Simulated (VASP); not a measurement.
# AuC18 in VASP: notebook

AuC18 is run at these levels: PBE; tasks: single point.

Program: VASP 6.6.1. These are calculated values, not measurements. Logs are shortened: lines on timing, memory, paths and dates and some standing lists are left out, and cuts for length are marked.

### 1 The cell of the first run

The cell holds a slab with vacuum, 19 atoms: a = 7.398 Å, b = 7.398 Å, c = 11.000 Å, α = 90.00°, β = 90.00°, γ = 120.00°.

### 2 Single point, PBE, collinear spin

INCAR

```
PREC = Accurate
ENCUT = 520
EDIFF = 1E-7
ISMEAR = 0
SIGMA = 0.05
LREAL = Auto
LASPH = T
NELM = 150
ALGO = Normal
ISIF = 2
LWAVE = F
LCHARG = T
ISPIN = 2
MAGMOM = 0 0 0 0 0 0 0 0 0 0 0 0 0 0 0 0 0 0 1
LORBIT = 11
LMAXMIX = 4
GGA = PE
LELF = T
LVHAR = T
NBANDS = 60
```

KPOINTS

```
regular mesh
0
Gamma
  2 2 1
```

POSCAR

```
AuC18
1.0
    7.3980000000      0.0000000000      0.0000000000
   -3.6990000000      6.4068560000      0.0000000000
    0.0000000000      0.0000000000     11.0000000000
C Au
18 1
Direct
   -0.0041590434     -0.0049703332      0.0926684833
    0.2202902944      0.1072472555      0.1054481466
   -0.0019461102      0.3294944411      0.0875961954
    0.2204288911      0.4409390419      0.0876174849
   -0.0019447853      0.6627770960      0.0875860334
    0.2204229939      0.7736815936      0.0875864477
    0.3325220436     -0.0049703332      0.0926684833
    0.5538433643      0.1071112036      0.0875911327
    0.3325221683      0.3317110033      0.0927078872
    0.5538434842      0.4409390419      0.0876174849
    0.3315800787      0.6629026752      0.0857387799
    0.5536247417      0.7739161501      0.0861044313
    0.6646485749     -0.0040361835      0.0857223017
    0.8866011726      0.1071112036      0.0875911327
    0.6647738847      0.3294944411      0.0875961954
    0.8869577587      0.4405821840      0.0869455951
    0.6646559299      0.6629026752      0.0857387799
    0.8865919331      0.7736815936      0.0875864477
    0.2199277766      0.1065222198      0.3178885367
```

Potentials or basis: VASP PAW PBE potentials, release 64 (C, Au).

Command:

```
$ cat potpaw_PBE.64/C/POTCAR potpaw_PBE.64/Au/POTCAR > POTCAR
$ mpirun -np 1 vasp_std > vasp.out
```

OUTCAR:

```text
PREC = Accurate
   ENCUT = 520
   EDIFF = 1E-7
   ISMEAR = 0
   LREAL = Auto
   LASPH = T
   NELM = 150
   ISIF = 2
   ISPIN = 2
   LORBIT = 11
   GGA = PE

 ion  position               nearest neighbor table
   1  0.996  0.995  0.093-  14 1.42  18 1.42   2 1.44
   2  0.220  0.107  0.105-   1 1.44   7 1.44   9 1.44  19 2.34
   3  0.998  0.329  0.088-  16 1.42   4 1.42  14 1.42
   4  0.220  0.441  0.088-   9 1.42  11 1.42   3 1.42
   5  0.998  0.663  0.088-  16 1.42   6 1.42  18 1.42
   6  0.220  0.774  0.088-   7 1.42  11 1.42   5 1.42
   7  0.333  0.995  0.093-   8 1.42   6 1.42   2 1.44
   8  0.554  0.107  0.088-   7 1.42  13 1.42  15 1.42
[... 8 lines left out ...]
  17  0.665  0.663  0.086-  18 1.42  10 1.42  12 1.42
  18  0.887  0.774  0.088-   1 1.42  17 1.42   5 1.42
  19  0.220  0.107  0.318-   2 2.34

  LATTYP: Found a hexagonal cell.
 ALAT       =     7.3980000000
 C/A-ratio  =     1.4868883482

  Lattice vectors:

 A1 = (   7.3980000000,   0.0000000000,   0.0000000000)
 A2 = (  -3.6990000000,   6.4068560000,   0.0000000000)
 A3 = (   0.0000000000,   0.0000000000,  11.0000000000)

Analysis of symmetry for initial positions (statically):
=====================================================================
 Subroutine PRICEL returns:
 Original cell was already a primitive cell.

 Routine SETGRP: Setting up the symmetry group for a
 hexagonal supercell.

 Subroutine GETGRP returns: Found  2 space group operations
 (whereof  1 operations were pure point group operations)
 out of a pool of 24 trial point group operations.

The static configuration has the point symmetry C_1 .
 The point group associated with its full space group is C_1h.

Analysis of symmetry for dynamics (positions and initial velocities):
=====================================================================
 Subroutine PRICEL returns:
 Original cell was already a primitive cell.

 Routine SETGRP: Setting up the symmetry group for a
 hexagonal supercell.

 Subroutine GETGRP returns: Found  2 space group operations
 (whereof  1 operations were pure point group operations)
 out of a pool of 24 trial point group operations.

The dynamic configuration has the point symmetry C_1 .
[... 161 lines left out ...]
  volume of cell :      521.38
 maximum number of plane-waves:     14099
 NGX is ok and might be reduce to    56
   NGX = 27   NGY = 27   NGZ = 41

 number of electron      83.0000002 magnetization      -0.0006239

 number of electron      83.0000002 magnetization       0.0000497

 Free energy of the ion-electron system (eV)
  ---------------------------------------------------
  ext. energy  EPLUGINS =         0.00000000
  ---------------------------------------------------
  free energy    TOTEN  =      -165.96644960 eV

  energy without entropy =     -165.92651131  energy(sigma->0) =     -165.94648045

 E-fermi :  -1.4246     XC(G=0):  -4.6813

 val. band max:       -1.4258109286   @ k =   0.0000   0.0000   0.0000
 cond. band min:      -1.4089143083   @ k =   0.0000   0.0000   0.0000
 fundamental gap:      0.0168966204
 Fermi energy:        -1.4246151950

 spin component 1

 k-point     1 :       0.0000    0.0000    0.0000
  band No.  band energies     occupation
      1     -21.0131      1.00000
      2     -18.5053      1.00000
      3     -18.4430      1.00000
      4     -18.4422      1.00000
      5     -18.3956      1.00000
      6     -18.3939      1.00000
[... 157 lines left out ...]
     52       3.9228      0.00000
     53       4.3873      0.00000
 Fermi energy:        -1.4246151950

 spin component 2

 k-point     1 :       0.0000    0.0000    0.0000
  band No.  band energies     occupation
      1     -21.0131      1.00000
      2     -18.5053      1.00000
      3     -18.4427      1.00000
      4     -18.4425      1.00000
      5     -18.3956      1.00000
      6     -18.3941      1.00000
[... 157 lines left out ...]
     52       3.9224      0.00000
     53       4.3872      0.00000
 [bands above 53 left out]

------------------------ aborting loop because EDIFF is reached ----------------------------------------

  FORCE on cell =-STRESS in cart. coord.  units (eV):
  Direction    XX          YY          ZZ          XY          YZ          ZX
  --------------------------------------------------------------------------------------
  -------------------------------------------------------------------------------------
  Total        1.7252019      1.7879174      0.1809103      0.0000000      0.0176311      0.0000000
  in kB        5.3014972      5.4942202      0.5559324      0.0000000      0.0541797      0.0000000
  external PRESSURE =       3.7838833 kB  Pullay stress =       0.0000000 kB

 VOLUME and BASIS-vectors are now :
 -----------------------------------------------------------------------------
  energy-cutoff  :      520.00
  volume of cell :      521.38
      direct lattice vectors                 reciprocal lattice vectors
     7.398000000  0.000000000  0.000000000     0.135171668  0.078041398  0.000000000
    -3.699000000  6.406856000  0.000000000     0.000000000  0.156082796  0.000000000
     0.000000000  0.000000000 11.000000000     0.000000000  0.000000000  0.090909091

 POSITION                                       TOTAL-FORCE (eV/Angst)
 -----------------------------------------------------------------------------------
      3.68662      6.37501      1.01935        -0.003893      0.003792     -0.092085
      1.23300      0.68712      1.15993         0.000000      0.005689      0.129226
      6.16480      2.11102      0.96356        -0.016562      0.020900      0.028768
     -0.00030      2.82503      0.96379         0.044727     -0.026117     -0.017431
      4.93200      4.24632      0.96345         0.000000     -0.033683      0.031583
     -1.23116      4.95687      0.96345         0.009424      0.049177     -0.018631
[... 11 lines left out ...]
      3.69716      4.95687      0.96345        -0.009424      0.049177     -0.018631
      1.23300      0.68247      3.49677         0.000000      0.001274      0.133626
 -----------------------------------------------------------------------------------
    total drift:                                0.000020      0.011255      0.026451

  FREE ENERGIE OF THE ION-ELECTRON SYSTEM (eV)
  ---------------------------------------------------
  free  energy   TOTEN  =      -165.9664496003 eV

  energy  without entropy=     -165.9265113073  energy(sigma->0) =     -165.94648045

 total charge

# of ion       s       p       d       tot
------------------------------------------
    1        0.864   1.774   0.000   2.637
    2        0.854   1.743   0.000   2.597
    3        0.863   1.782   0.000   2.645
    4        0.863   1.791   0.000   2.653
    5        0.863   1.782   0.000   2.645
    6        0.863   1.791   0.000   2.654
[... 11 lines left out ...]
   18        0.863   1.791   0.000   2.654
   19        0.645   0.055   8.869   9.569
--------------------------------------------------
tot         16.172  32.142   8.869  57.183

 magnetization (x)

# of ion       s       p       d       tot
------------------------------------------
    1        0.000   0.000   0.000   0.000
    2       -0.000  -0.000   0.000  -0.000
    3        0.000   0.000   0.000   0.000
    4        0.000   0.000   0.000   0.000
    5       -0.000  -0.001   0.000  -0.001
    6       -0.000  -0.000   0.000  -0.000
[... 11 lines left out ...]
   18       -0.000  -0.000   0.000  -0.000
   19        0.000   0.000   0.000   0.000
--------------------------------------------------
tot          0.000   0.000   0.000   0.000
```

It took 6.3 min on 1 thread of Intel Xeon 6975P-C (Granite Rapids), shared host; peak memory 0.78 GiB.

Results:

| Property | Result |
| --- | --- |
| Free energy | -165.9664 eV |
| Largest force | 0.134 eV/Å |
| Net moment | 0.00 μB per cell |
| Valence electrons inside the program's atomic spheres | C 2.64, 2.60, 2.65 (each value once); Au 9.57 |

Forces in eV/Å, atoms in the order of the input:
```
C   -0.004  0.004 -0.092
C    0.000  0.006  0.129
C   -0.017  0.021  0.029
C    0.045 -0.026 -0.017
C    0.000 -0.034  0.032
C    0.009  0.049 -0.019
C    0.004  0.004 -0.092
C   -0.045 -0.034 -0.016
C    0.000  0.003 -0.096
C   -0.045 -0.026 -0.017
C    0.006  0.002  0.007
C    0.000  0.003  0.002
C    0.000 -0.007  0.005
C    0.045 -0.034 -0.016
C    0.017  0.021  0.029
C    0.000 -0.004  0.013
C   -0.006  0.002  0.007
C   -0.009  0.049 -0.019
Au   0.000  0.001  0.134
```

Caveat: the k points lie up to 0.49 Å⁻¹ apart; there is no dipole correction, which matters where the two faces differ; spin-orbit coupling is left out, which moves the levels of the heavy elements.

### 3 Single point, PBE, collinear spin

INCAR

```
PREC = Accurate ; ENCUT = 520
EDIFF = 1E-6 ; ISMEAR = 0
SIGMA = 0.05 ; LREAL = Auto
LASPH = T ; NELM = 150
ALGO = Normal ; ISIF = 2
LWAVE = F ; LCHARG = F
ISPIN = 2 ; MAGMOM = 0 0 0 0 0 0 0 0 0 0 0 0 0 0 0 0 0 0 1
LORBIT = 11 ; LMAXMIX = 4
GGA = PE ; NBANDS = 60
```

KPOINTS

```
Automatic mesh
0
Gamma
  2 2 1
```

POSCAR

```
AuC18
1.0
    7.3980000000      0.0000000000      0.0000000000
   -3.6990000000      6.4068560000      0.0000000000
    0.0000000000      0.0000000000     11.0000000000
C Au
18 1
Direct
    0.0051099425      0.0033473397      0.0919639459
    0.2295643609      0.1155631166      0.1047321403
    0.0072880033      0.3377903024      0.0869169309
    0.2297214648      0.4492621018      0.0868965691
    0.0073007645      0.6710781743      0.0869293586
    0.2297257963      0.7820288715      0.0868927902
    0.3417536195      0.0033388835      0.0919485947
    0.5631082351      0.1154116964      0.0868684448
    0.3417609124      0.3400075787      0.0919516706
    0.5630864018      0.4492556844      0.0868826829
    0.3408605421      0.6712174849      0.0849706195
    0.5628952958      0.7822293738      0.0852883843
    0.6738811232      0.0042383910      0.0849729423
    0.8958682034      0.1154160310      0.0868866301
    0.6740118719      0.3377867992      0.0868928619
    0.8962277166      0.4489029205      0.0862893653
    0.6738867646      0.6712177393      0.0849769533
    0.8958704843      0.7820361297      0.0868925070
    0.2298451969      0.1157227814      0.3172104082
```

Potentials or basis: VASP PAW PBE potentials, release 64 (C, Au).

Command:

```
$ cat potpaw_PBE.64/C/POTCAR potpaw_PBE.64/Au/POTCAR > POTCAR
$ mpirun -np 1 vasp_std > vasp.out
```

Wall time 7.9 min (1 thread of Intel Xeon 6975P-C (Granite Rapids), shared host); peak memory 0.79 GiB.

Results (log left out):

```
Free energy                                           : -165.9665 eV
Largest force                                         : 0.133 eV/Å
Net moment                                            : 0.00 μB per cell
Valence electrons inside the program's atomic spheres : C 2.64, 2.60, 2.65 (each value once); Au 9.57
```

Forces in eV/Å, atoms in the order of the input:
```
C   -0.002  0.000 -0.095
C   -0.007  0.003  0.129
C   -0.018  0.011  0.029
C    0.042 -0.022 -0.020
C   -0.004 -0.024  0.028
C   -0.004  0.051 -0.016
C    0.008 -0.010 -0.094
C   -0.036 -0.026 -0.018
C   -0.005 -0.002 -0.096
C   -0.035 -0.009 -0.022
C    0.003  0.001  0.011
C    0.001  0.000  0.011
C    0.002  0.001  0.009
C    0.039 -0.020 -0.021
C    0.027  0.015  0.033
C   -0.008 -0.002  0.010
C   -0.003 -0.009  0.009
C    0.002  0.046 -0.020
Au  -0.002 -0.003  0.133
```

Levels at points of the mesh, in eV from the Fermi level:
Spin up:
| k point | band 39 | band 40 | band 41 | band 42 | band 43 | band 44 | band 45 | band 46 |
| --- | --- | --- | --- | --- | --- | --- | --- | --- |
| (0.00, 0.00, 0.00) | -1.99 | -0.57 | 0.00 | 0.02 | 0.02 | 0.53 | 3.79 | 4.24 |
| (0.50, 0.00, 0.00) | -1.88 | -1.86 | -1.73 | -0.01 | 1.67 | 2.39 | 2.48 | 2.49 |
| (0.00, 0.50, 0.00) | -1.88 | -1.86 | -1.73 | -0.01 | 1.67 | 2.39 | 2.48 | 2.49 |
| (0.50, 0.50, 0.00) | -1.88 | -1.86 | -1.73 | -0.01 | 1.67 | 2.39 | 2.48 | 2.49 |
Spin down:
```tsv
k point	band 40	band 41	band 42	band 43	band 44	band 45
(0.00, 0.00, 0.00)	-0.57	0.00	0.02	0.02	0.53	3.79
(0.50, 0.00, 0.00)	-1.86	-1.73	-0.01	1.67	2.39	2.48
(0.00, 0.50, 0.00)	-1.86	-1.73	-0.01	1.67	2.39	2.48
(0.50, 0.50, 0.00)	-1.86	-1.73	-0.01	1.67	2.39	2.48
```

Caveat: the k points lie up to 0.49 Å⁻¹ apart; there is no dipole correction, which matters where the two faces differ; spin-orbit coupling is left out, which moves the levels of the heavy elements.
